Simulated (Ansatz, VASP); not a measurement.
# One calculation of CuO, two programs

File POSCAR:

```
CuO
1.0
    2.3601779360     -1.7247473506      0.0000000000
    2.3601779360      1.7247473506      0.0000000000
   -0.8662535568      0.0000000000      5.0929435705
Cu O
2 2
Direct
    0.4968000000      0.0032000000      0.5000000000
    0.0032000000      0.4968000000      0.0000000000
    0.4056000000      0.5714000000      0.7537000000
    0.5714000000      0.4056000000      0.2537000000
```

Contents of INCAR.step1:

```
SYSTEM = CuO
PREC = Accurate ; ENCUT = 520
ISMEAR = -1 ; SIGMA = 0.05
LREAL = .False. ; LASPH = .True.
NELM = 80 ; NBANDS = 25
GGA = PE ; ALGO = Normal
EDIFF = 1E-4 ; LWAVE = .True.
LCHARG = .False.
```

File INCAR.step2:

```
SYSTEM = CuO
PREC = Accurate ; ENCUT = 520
EDIFF = 1E-7 ; ISMEAR = -1
SIGMA = 0.05 ; LREAL = .False.
LASPH = .True. ; NELM = 80
ALGO = Normal ; ISIF = 2
LWAVE = .False. ; LCHARG = .False.
METAGGA = R2SCAN ; LMIXTAU = .True.
NBANDS = 25 ; ISTART = 1
```

KPOINTS

```
regular mesh
0
Gamma
  10 10 5
  0 0 0
```

input.yaml

```yaml
crystal:
  lattice:
    - [2.360177936, -1.7247473506, 0.0]
    - [2.360177936, 1.7247473506, 0.0]
    - [-0.8662535568, 0.0, 5.0929435705]
  atoms:
    - { symbol: Cu, position: [0.4968, 0.0032, 0.5] }
    - { symbol: Cu, position: [0.0032, 0.4968, 0.0] }
    - { symbol: O, position: [0.4056, 0.5714, 0.7537] }
    - { symbol: O, position: [0.5714, 0.4056, 0.2537] }
hamiltonian:
  xc: r2scan
  pseudopotentials: { kind: paw }
kpoints:
  mp_grid: { grid: [10, 10, 5] }
scf:
  occupations: { method: fermi_dirac, width: 0.05 }
output:
  forces: true
  stress: true
  eigenvalues: true
```

Alike in both runs: task single point; functional r2SCAN; k mesh 10 × 10 × 5; occupations fermi-dirac, width 0.05 eV; no spin polarisation.

```csv
,VASP,Ansatz
version,VASP 6.6.1,Ansatz 0.2.0
potentials or method,"VASP PAW PBE potentials, release 64 (Cu, O)",Ansatz PAW
plane-wave cutoff (eV),520,500
valence electrons in the cell,34,50
```

|  | VASP | Ansatz | Ansatz less VASP |
| --- | --- | --- | --- |
| gap on the k mesh at the Fermi level (eV) | none | none | - |
| pressure (GPa) | -3.9 | -4.7 | -0.86 |
| traceless stress, the component that is largest in VASP (GPa) | 1.98 | 2.34 | +0.359 |
| rms of the force components (eV/Å) | 0.413 | 0.404 | -0.0091 |

VASP's potentials were made for PBE, not for r2SCAN. Atom by atom the forces differ by 0.024 eV/Å (rms over components). A gap of «none» marks a metal or a gap that the smearing closes. VASP's potentials hold 34 valence electrons a cell and Ansatz's 50, so a difference there can come from the potentials and not from the codes.
